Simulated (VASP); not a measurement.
# Re (P6_3/mmc) in VASP: notebook, part 3 of 3

VASP 6.6.1. The steps go on from the part before.

## Step 5: Electric field gradients, PBEsol (11.48 Å³/atom)

This run uses another cell than the first one, of 11.48 Å³/atom.

File INCAR:

```
ALGO = Normal
EDIFF = 1E-8
ENCUT = 520
GGA = PS
ISIF = 2
ISMEAR = -1
LASPH = T
LCHARG = F
LEFG = T
LREAL = F
LWAVE = F
NBANDS = 14
NELM = 100
PREC = Accurate
SIGMA = 0.05
```

File KPOINTS:

```
k-points
0
Gamma
  18 18 10
```

File POSCAR:

```
Re
1.0
    2.5497657329      0.0000000000      0.0000000000
   -1.2748828664      2.2081618983      0.0000000000
    0.0000000000      0.0000000000      4.0770373845
Re
2
Direct
    0.3333333333      0.6666666667      0.2500000000
    0.6666666667      0.3333333333      0.7500000000
```

Potentials or basis: VASP PAW PBE potentials, release 64 (Re).

The run is started by

```bash
> cat potpaw_PBE.64/Re/POTCAR > POTCAR
> mpirun -np 1 vasp_std > vasp.out
```

OUTCAR:

```text
EDIFF = 1E-8
   ENCUT = 520
   GGA = PS
   ISIF = 2
   ISMEAR = -1
   LASPH = T
   LREAL = F
   NELM = 100
   PREC = Accurate

 ion  position               nearest neighbor table
   1  0.333  0.667  0.250-   2 2.51   2 2.51   2 2.51   2 2.51   2 2.51   2 2.51
   2  0.667  0.333  0.750-   1 2.51   1 2.51   1 2.51   1 2.51   1 2.51   1 2.51

  LATTYP: Found a hexagonal cell.
 ALAT       =     2.5497657329
 C/A-ratio  =     1.5989850879

  Lattice vectors:

 A1 = (   2.5497657329,   0.0000000000,   0.0000000000)
 A2 = (  -1.2748828664,   2.2081618983,   0.0000000000)
 A3 = (   0.0000000000,   0.0000000000,   4.0770373845)

Analysis of symmetry for initial positions (statically):
=====================================================================
 Subroutine PRICEL returns:
 Original cell was already a primitive cell.

 Routine SETGRP: Setting up the symmetry group for a
 hexagonal supercell.

 Subroutine GETGRP returns: Found 24 space group operations
 (whereof 12 operations were pure point group operations)
 out of a pool of 24 trial point group operations.

The static configuration has the point symmetry D_3d.
 The point group associated with its full space group is D_6h.

Analysis of symmetry for dynamics (positions and initial velocities):
=====================================================================
 Subroutine PRICEL returns:
 Original cell was already a primitive cell.

 Routine SETGRP: Setting up the symmetry group for a
 hexagonal supercell.

 Subroutine GETGRP returns: Found 24 space group operations
 (whereof 12 operations were pure point group operations)
 out of a pool of 24 trial point group operations.

The dynamic configuration has the point symmetry D_3d.
 The point group associated with its full space group is D_6h.

 Subroutine INISYM returns: Found 24 space group operations
 (whereof 12 operations are pure point group operations),
 and found     1 'primitive' translations

----------------------------------------------------------------------------------------

                                     Primitive cell

  volume of cell :      22.9549

  direct lattice vectors                    reciprocal lattice vectors
     2.549765733  0.000000000  0.000000000     0.392192893  0.226432673  0.000000000
    -1.274882866  2.208161898  0.000000000     0.000000000  0.452865345  0.000000000
     0.000000000  0.000000000  4.077037384     0.000000000  0.000000000  0.245276142

  length of vectors
     2.549765733  2.549765733  4.077037384     0.452865345  0.452865345  0.245276142

  position of ions in fractional coordinates (direct lattice)
     0.333333333  0.666666667  0.250000000
     0.666666667  0.333333333  0.750000000

  ion indices of the primitive-cell ions
   primitive index   ion index
                 1           1
                 2           2

----------------------------------------------------------------------------------------

 KPOINTS: k-points

Automatic generation of k-mesh.
 Grid dimensions read from file:
 generate k-points for:   18   18   10
[... 84 lines left out ...]
     AMIX_MAG =   1.60;   BMIX_MAG =  1.00
  volume/ion in A,a.u.               =      11.48        77.45
  Fermi-wavevector in a.u.,A,eV,Ry     =   1.388328  2.623560 26.224628  1.927456
  Thomas-Fermi vector in A             =   2.512465
   LORBIT       =      0    0 simple, 1 ext, 2 COOP (PROOUT), +10 PAW based schemes
   GGA     = PS    functional components
   LHFCALC =     F    Hartree Fock is set to
   AEXX    =    0.0000 exact exchange contribution
   IVDW    =     0    specifies the selected vdW correction
   LEPSILON=     F    determine dielectric tensor
   LRPA    =     F    only Hartree local field effects (RPA)
 non-spin polarized calculation
  energy-cutoff  :      520.00
  volume of cell :       22.95
 maximum number of plane-waves:       640
 NGX is ok and might be reduce to    20
   NGX =  9   NGY =  9   NGZ = 15

 number of electron      14.0000001 magnetization

 Free energy of the ion-electron system (eV)
  ---------------------------------------------------
  ext. energy  EPLUGINS =         0.00000000
  ---------------------------------------------------
  free energy    TOTEN  =       -24.24720502 eV

  energy without entropy =      -24.23694305  energy(sigma->0) =      -24.24207404

 E-fermi :  11.1352     XC(G=0): -15.2096

 val. band max:       11.1280691750   @ k =   0.3333   0.1111   0.3000
 cond. band min:      11.1364262792   @ k =   0.3333   0.3333   0.1000
 fundamental gap:      0.0083571042
 Fermi energy:        11.1352202952

 k-point     1 :       0.0000    0.0000    0.0000
  band No.  band energies     occupation
      1      -0.4557      2.00000
      2       2.3935      2.00000
      3       8.6578      2.00000
      4       8.6578      2.00000
      5       8.8964      2.00000
      6       9.9485      2.00000
      7       9.9485      2.00000
      8      11.1239      1.11233
      9      11.1239      1.11233
     10      12.8126      0.00000
     11      15.7155      0.00000
     12      15.7155      0.00000
     13      24.6673      0.00000
     14      25.4290      0.00000
[... 377 lines left out ...]
      1       3.3792      2.00000
      2       3.8804      2.00000
      3       4.2033      2.00000
      4       7.9667      2.00000
      5       8.6460      2.00000
      6       9.4564      2.00000
      7      10.4203      2.00000
      8      15.6610      0.00000
      9      16.4338      0.00000
     10      17.1034      0.00000
     11      19.1777      0.00000
     12      22.6800      0.00000
     13      24.4825      0.00000
     14      24.9334      0.00000

 [... further k-points ...]

------------------------ aborting loop because EDIFF is reached ----------------------------------------

  FORCE on cell =-STRESS in cart. coord.  units (eV):
  Direction    XX          YY          ZZ          XY          YZ          ZX
  --------------------------------------------------------------------------------------
  -------------------------------------------------------------------------------------
  Total       22.4283240     22.4283240     23.7504259      0.0000000     -0.0000000      0.0000000
  in kB     1565.4223069   1565.4223067   1657.7006157      0.0000000     -0.0000000      0.0000000
  external PRESSURE =    1596.1817431 kB  Pullay stress =       0.0000000 kB

 VOLUME and BASIS-vectors are now :
 -----------------------------------------------------------------------------
  energy-cutoff  :      520.00
  volume of cell :       22.95
      direct lattice vectors                 reciprocal lattice vectors
     2.549765733  0.000000000  0.000000000     0.392192893  0.226432673  0.000000000
    -1.274882866  2.208161898  0.000000000     0.000000000  0.452865345  0.000000000
     0.000000000  0.000000000  4.077037384     0.000000000  0.000000000  0.245276142

 POSITION                                       TOTAL-FORCE (eV/Angst)
 -----------------------------------------------------------------------------------
     -0.00000      1.47211      1.01926        -0.000000     -0.000000      0.000000
      1.27488      0.73605      3.05778         0.000000      0.000000      0.000000
 -----------------------------------------------------------------------------------
    total drift:                                0.000000     -0.000000     -0.000000

  FREE ENERGIE OF THE ION-ELECTRON SYSTEM (eV)
  ---------------------------------------------------
  free  energy   TOTEN  =       -24.2472050208 eV

  energy  without entropy=      -24.2369430498  energy(sigma->0) =      -24.24207404

 Electric field gradients (V/A^2)
---------------------------------------------------------------------
 ion       V_xx      V_yy      V_zz      V_xy      V_xz      V_yz
---------------------------------------------------------------------
   1      54.943    54.943  -109.887    -0.000     0.000    -0.000
   2      54.943    54.943  -109.887    -0.000    -0.000     0.000
---------------------------------------------------------------------

 Electric field gradients after diagonalization (V/A^2)
 (convention: |V_zz| > |V_xx| > |V_yy|)
----------------------------------------------------------------------
 ion       V_xx      V_yy      V_zz     asymmetry (V_yy - V_xx)/ V_zz
----------------------------------------------------------------------
   1      54.943    54.943  -109.887       0.000
   2      54.943    54.943  -109.887       0.000
----------------------------------------------------------------------

           NMR quadrupolar parameters

 Cq : quadrupolar parameter    Cq=e*Q*V_zz/h
 eta: asymmetry parameters     (V_yy - V_xx)/ V_zz
 Q  : nuclear electric quadrupole moment in mb (millibarn)
----------------------------------------------------------------------
 ion       Cq(MHz)       eta       Q (mb)
----------------------------------------------------------------------
   1      -0.266       0.000       1.000
   2      -0.266       0.000       1.000
----------------------------------------------------------------------
```

OSZICAR:

```text
N       E                     dE             d eps       ncg     rms          rms(c)
DAV:   1     0.233512260663E+02    0.23351E+02   -0.71138E+03 12420   0.135E+03
DAV:   2    -0.245458245361E+02   -0.47897E+02   -0.42880E+02 10218   0.324E+02
DAV:   3    -0.254351204016E+02   -0.88930E+00   -0.87891E+00  9152   0.413E+01
DAV:   4    -0.254425132881E+02   -0.73929E-02   -0.73897E-02  9796   0.238E+00
DAV:   5    -0.254426323019E+02   -0.11901E-03   -0.11901E-03  9158   0.531E-01    0.700E+01
DAV:   6    -0.246499756498E+02    0.79266E+00   -0.22838E-01 10918   0.102E+01    0.384E+01
DAV:   7    -0.242488807215E+02    0.40109E+00   -0.34479E-01 10538   0.123E+01    0.415E-01
DAV:   8    -0.242473880181E+02    0.14927E-02   -0.52806E-03 10646   0.914E-01    0.409E-01
DAV:   9    -0.242472766220E+02    0.11140E-03   -0.91178E-04 10538   0.527E-01    0.841E-02
DAV:  10    -0.242472128384E+02    0.63784E-04   -0.31671E-05  9562   0.550E-02    0.105E-02
DAV:  11    -0.242472051922E+02    0.76462E-05   -0.18084E-06 10386   0.333E-02    0.362E-03
DAV:  12    -0.242472050503E+02    0.14191E-06   -0.64942E-08  9632   0.748E-03    0.111E-03
DAV:  13    -0.242472050173E+02    0.32927E-07   -0.19768E-09  5842   0.206E-03    0.212E-04
DAV:  14    -0.242472050208E+02   -0.34811E-08   -0.69061E-10  4590   0.467E-04
   1 F= -.24247205E+02 E0= -.24242074E+02  d E =-.102620E-01
```

stdout:

```text
POSCAR found type information on POSCAR Re
 POSCAR found :  1 types and       2 ions
 scaLAPACK will be used
 -----------------------------------------------------------------------------
|                                                                             |
|                                                                             |
|     You enforced a specific xc type in the INCAR file but a different       |
|     I HOPE YOU KNOW WHAT YOU ARE DOING!                                     |
|                                                                             |
 -----------------------------------------------------------------------------

 LDA part: xc-table for (Slater+PW92), standard interpolation
 POSCAR, INCAR and KPOINTS ok, starting setup
 FFT: planning ... GRIDC
 FFT: planning ... GRID_SOFT
 FFT: planning ... GRID
 WAVECAR not read
 entering main loop
ion   1

ion   2
```

Wall time 2.1 min (1 thread of Intel Xeon 8259CL, shared host); peak memory 0.19 GiB.

Results:

```
Free energy                             : -24.2472 eV
Pressure                                : 159.6 GPa
Band gap on the k mesh                  : zero (bands 7 and 8 overlap by 5.29 eV)
Largest electric field gradient by atom : Re -109.9 V/Å²
```

Electric field gradients, principal values (V/Å²):
```csv
atom,least,middle,greatest (by size)
1 Re,54.943,54.943,-109.887
2 Re,54.943,54.943,-109.887
```

Caveat: the stress differs along the axes, from 157 to 166 GPa; without QUAD_EFG the Cq values of the log hold for a quadrupole moment of 1 mb, not for the nuclei; the PAW data sets were made with another functional, which shifts forces and pressure a little; spin-orbit coupling is left out, which moves the levels of the heavy elements.

## Step 6: Overview

| cell | gap on the mesh (eV) | pressure (GPa) |
| --- | --- | --- |
| a = 2.637, b = 2.637, c = 4.217 Å, angles 90.0, 90.0, 120.0°, 2 atoms | none | 74.0 |
| a = 2.654, b = 2.654, c = 4.244 Å, angles 90.0, 90.0, 120.0°, 2 atoms | none | 61.1 |
| a = 2.550, b = 2.550, c = 4.077 Å, angles 90.0, 90.0, 120.0°, 2 atoms | none | 159.6 |

Alike in all rows: task electric field gradients; level PBEsol; potentials or basis VASP PAW PBE potentials, release 64 (Re); no spin polarisation; k mesh 18 × 18 × 10; cutoff (eV) 520; smearing fermi-dirac 0.05 eV.

Caveats: the PAW data sets were made with another functional, which shifts forces and pressure a little; spin-orbit coupling is left out, which moves the levels of the heavy elements; the stress differs along the axes, from 72 to 79 GPa (at least some runs); the stress differs along the axes, from 59 to 66 GPa (at least some runs); the stress differs along the axes, from 157 to 166 GPa (at least some runs).

Total energies depend on the potentials used, so only differences within one code and one set of settings carry meaning.

The gap in the log of VASP goes by the Fermi energy; the results here count the filled bands.